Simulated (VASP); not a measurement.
Input of a VASP 6.6.1 run:

The input INCAR:

```
PREC = Accurate
ENCUT = 600
EDIFF = 1E-7
ISMEAR = -1
SIGMA = 0.05
LREAL = False
LASPH = True
NELM = 100
ALGO = Normal
ISIF = 3
LWAVE = False
LCHARG = False
GGA = PS
IBRION = 2
NSW = 100
EDIFFG = -0.002
```

KPOINTS

```
regular mesh
0
Gamma
  16 16 16
```

Contents of POSCAR:

```
SiC
1.0
    0.0000000000      2.1790000000      2.1790000000
    2.1790000000      0.0000000000      2.1790000000
    2.1790000000      2.1790000000      0.0000000000
Si C
1 1
Direct
    0.0000000000      0.0000000000      0.0000000000
    0.7500000000      0.7500000000      0.7500000000
```

Potentials or basis: VASP PAW PBE potentials, release 64 (Si, C).

The run is started by

```console
$ cat potpaw_PBE.64/Si/POTCAR potpaw_PBE.64/C/POTCAR > POTCAR
$ mpirun -np 1 vasp_std > vasp.out
```

Task: Estimate the relaxed cell.

Result: a = 3.082 Å, b = 3.082 Å, c = 3.082 Å, α = 60.00°, β = 60.00°, γ = 60.00°.

Task: Predict the space group after relaxing (to 0.05 Å).

Result: F-43m (No. 216).

Task: Predict the relaxed volume.

Result: 10.35 Å³/atom.

Final structure:
```xyz
2
Lattice="0.0000 2.1791 2.1791 2.1791 0.0000 2.1791 2.1791 2.1791 0.0000" Properties=species:S:1:pos:R:3 pbc="T T T"
Si    0.0000    0.0000    0.0000
C     3.2687    3.2687    3.2687
```

Caveat: the PAW data sets were made with another functional, which shifts forces and pressure a little.
